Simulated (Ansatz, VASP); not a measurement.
## Ti3Si: VASP beside Ansatz

```
CELL_PARAMETERS angstrom
0.00000 3.14436 3.14436
3.14436 0.00000 3.14436
3.14436 3.14436 0.00000
ATOMIC_POSITIONS crystal
Ti 0.75000 0.75000 0.75000
Ti 0.25000 0.25000 0.25000
Ti 0.00000 0.00000 0.00000
Si 0.50000 0.50000 0.50000
```

Alike in both runs: task single point; functional r2SCAN; k mesh 3 × 3 × 3; occupations methfessel-paxton of order 1, width 0.15 eV; no spin polarisation.

|  | VASP | Ansatz |
| --- | --- | --- |
| version | VASP 6.6.1 | Ansatz 0.2.0 |
| potentials or method | VASP PAW PBE potentials, release 64 (Ti_sv, Si) | plane waves, norm-conserving potentials |
| plane-wave cutoff (eV) | 520 | 1143 |
| valence electrons in the cell | 40 | 40 |

VASP gave:

| Quantity | Value |
| --- | --- |
| pressure (GPa) | -1.9 |

Q: Estimate Ansatz's values.

A: Pressure (GPa): -2.4.

VASP's potentials were made for PBE, not for r2SCAN. The functional is the same, so the differences come from potentials, cutoffs and numerics.

The k mesh is coarse, so the values compare programs but aren't converged.
